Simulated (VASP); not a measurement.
A run of VASP 6.6.1 is set up as follows.

POSCAR

```
BN
1.0
    2.5545044022      0.0000000000      0.0000000000
   -1.2772522011      2.2122657064      0.0000000000
    0.0000000000      0.0000000000      4.2245317495
B N
2 2
Direct
    0.6666666667      0.3333333333      0.0001896643
    0.3333333333      0.6666666667      0.5001896643
    0.6666666667      0.3333333333      0.3748103357
    0.3333333333      0.6666666667      0.8748103357
```

Contents of INCAR.step1:

```
SYSTEM = BN
PREC     = Accurate       ! precision mode
ENCUT    = 600            ! plane-wave cutoff, eV
ISMEAR   = -1             ! smearing method
SIGMA    = 0.02           ! smearing width, eV
LREAL    = .False.        ! projectors in reciprocal space
LASPH    = .True.         ! aspherical terms in the spheres
NELM     = 100            ! most SCF steps
GGA      = PE             ! functional
ALGO     = Normal         ! electronic algorithm
EDIFF    = 1E-4           ! SCF threshold, eV
LWAVE    = .True.         ! write WAVECAR
LCHARG   = .False.        ! write CHGCAR
```

The input INCAR.step2:

```
SYSTEM = BN
PREC     = Accurate       ! precision mode
ENCUT    = 600            ! plane-wave cutoff, eV
EDIFF    = 1E-6           ! SCF threshold, eV
ISMEAR   = -1             ! smearing method
SIGMA    = 0.02           ! smearing width, eV
LREAL    = .False.        ! projectors in reciprocal space
LASPH    = .True.         ! aspherical terms in the spheres
NELM     = 100            ! most SCF steps
ALGO     = Normal         ! electronic algorithm
ISIF     = 3              ! what is computed and relaxed
LWAVE    = .False.        ! write WAVECAR
LCHARG   = .False.        ! write CHGCAR
METAGGA  = R2SCAN         ! meta-GGA
LMIXTAU  = .True.       
IBRION   = 2              ! ionic algorithm
NSW      = 80             ! ionic steps
EDIFFG   = -0.005         ! ionic threshold
ISTART   = 1
```

The input KPOINTS:

```
regular mesh
0
Gamma
  12 12 6
  0 0 0
```

Potentials or basis: VASP PAW PBE potentials, release 64 (B, N).

Command:

```bash
$ cat potpaw_PBE.64/B/POTCAR potpaw_PBE.64/N/POTCAR > POTCAR
$ cp INCAR.step1 INCAR
$ mpirun -np 1 vasp_std > vasp.out
$ cp INCAR.step2 INCAR
$ mpirun -np 1 vasp_std > vasp.out
```

(1) Estimate the band gap on the k mesh.

(2) What does it give for the space group after relaxing (to 0.05 Å)?

(3) Estimate the relaxed volume.

(4) Predict the relaxed cell.

Results:

(1) 5.72 eV, indirect (least direct gap 8.97 eV).

(2) P6_3mc (No. 186).

(3) 5.91 Å³/atom.

(4) a = 2.547 Å, b = 2.547 Å, c = 4.212 Å, α = 90.00°, β = 90.00°, γ = 120.00°.

Caveat: the PAW data sets were made with another functional, which shifts forces and pressure a little.
